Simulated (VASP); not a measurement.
Wanted: the native input for a VASP 6.6.1 run.

| Property | Result |
| --- | --- |
| Task | single point |
| Functional | PBE |
| Potentials or basis | VASP PAW PBE potentials, release 64 (Rb_sv, Ge_d, N) |
| Cutoff | 520 eV |
| k mesh | 12 × 12 × 8 |
| Occupations | gaussian, width 0.1 eV |
| Spin | no spin polarisation |
| Dipole correction | no |
| Further INCAR settings | ALGO = Normal; EDIFF = 1e-06; NBANDS = 37 |

The structure of RbGeN lies in POSCAR:

```
RbGeN
1.0
    1.4937840254     -6.9590882873      0.0000000000
    1.4937840254      6.9590882873      0.0000000000
    0.0000000000      0.0000000000      5.7356726269
Rb Ge N
2 2 2
Direct
    0.3317882283      0.6682117717      0.2500000000
    0.6682117717      0.3317882283      0.7500000000
    0.4458220952      0.5541779048      0.7500000000
    0.5541779048      0.4458220952      0.2500000000
    0.0000000000      0.0000000000      0.5000000000
    0.0000000000      0.0000000000      0.0000000000
```

The cell was generated, and may not be a known phase.

These files were run (other wordings do the same):

INCAR

```
ALGO = Normal ; EDIFF = 1E-6
ENCUT = 520 ; GGA = PE
ISIF = 2 ; ISMEAR = 0
LASPH = True ; LCHARG = False
LREAL = False ; LWAVE = False
NBANDS = 37 ; NELM = 100
PREC = Accurate ; SIGMA = 0.1
```

KPOINTS

```
k-points
0
Gamma
  12 12 8
```

Potentials or basis: VASP PAW PBE potentials, release 64 (Rb_sv, Ge_d, N).

Command:

```console
$ cat potpaw_PBE.64/Rb_sv/POTCAR potpaw_PBE.64/Ge_d/POTCAR potpaw_PBE.64/N/POTCAR > POTCAR
$ mpirun -np 1 vasp_std > vasp.out
```

Results of the run:

The pressure is 0.2 GPa, the largest force is 0.021 eV/Å and the band gap on the k mesh is zero (bands 28 and 29 overlap by 0.02 eV).

It took 18 min on 1 thread of Intel(R) Xeon(R) 6975P-C (Granite Rapids), on a shared host, peak memory 0.93 GiB.
